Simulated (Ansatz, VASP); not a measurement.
# Two plane-wave programs on P

Contents of INCAR:

```
PREC = Accurate
ENCUT = 520
EDIFF = 1E-6
ISMEAR = -1
SIGMA = 0.1
LREAL = F
LASPH = T
NELM = 100
ALGO = Normal
ISIF = 2
LWAVE = F
LCHARG = F
GGA = RE
NBANDS = 8
```

File KPOINTS:

```
Automatic mesh
0
Gamma
  16 16 16
```

File POSCAR:

```
P
1.0
    0.0000000000      1.9182662668      1.9182662668
    1.9182662668      0.0000000000      1.9182662668
    1.9182662668      1.9182662668      0.0000000000
P
1
Direct
    0.0000000000      0.0000000000      0.0000000000
```

Input for Ansatz:

```yaml
crystal:
  lattice:
    - [0.0, 1.9182662668, 1.9182662668]
    - [1.9182662668, 0.0, 1.9182662668]
    - [1.9182662668, 1.9182662668, 0.0]
  atoms:
    - { symbol: P, position: [0.0, 0.0, 0.0] }
hamiltonian:
  xc: revpbe
  pseudopotentials:
    kind: paw
    azcp:
      P: "pseudopotentials/P.paw.azcp"
basis:
  ecutwfc: 420
  fft_grid_basis: typed
kpoints:
  mp_grid: { grid: [16, 16, 16], shift: [0, 0, 0] }
magnetization:
  spin_polarized: false
scf:
  occupations: { method: fermi_dirac, width: 0.1 }
  lower_state_search: "off"
output:
  stress: true
  write_density: true
  write_potential: true
  elf: true
  volumetric_format: npy
```

Alike in both runs: task single point; functional revPBE; k mesh 16 × 16 × 16; occupations fermi-dirac, width 0.1 eV; no spin polarisation.

|  | VASP | Ansatz |
| --- | --- | --- |
| version | VASP 6.6.1 | Ansatz 0.2.0 |
| potentials or method | VASP PAW PBE potentials, release 64 (P), cutoff 520 eV | plane waves (420 eV) with PAW, scalar-relativistic |
| valence electrons in the cell | 5 | 5 |

Ansatz gave:

| Property | Result |
| --- | --- |
| pressure (GPa) | 4.4 |

Q: Estimate VASP's values.

A: Pressure (GPa): 3.9.

VASP's potentials were made for PBE, not for revPBE.
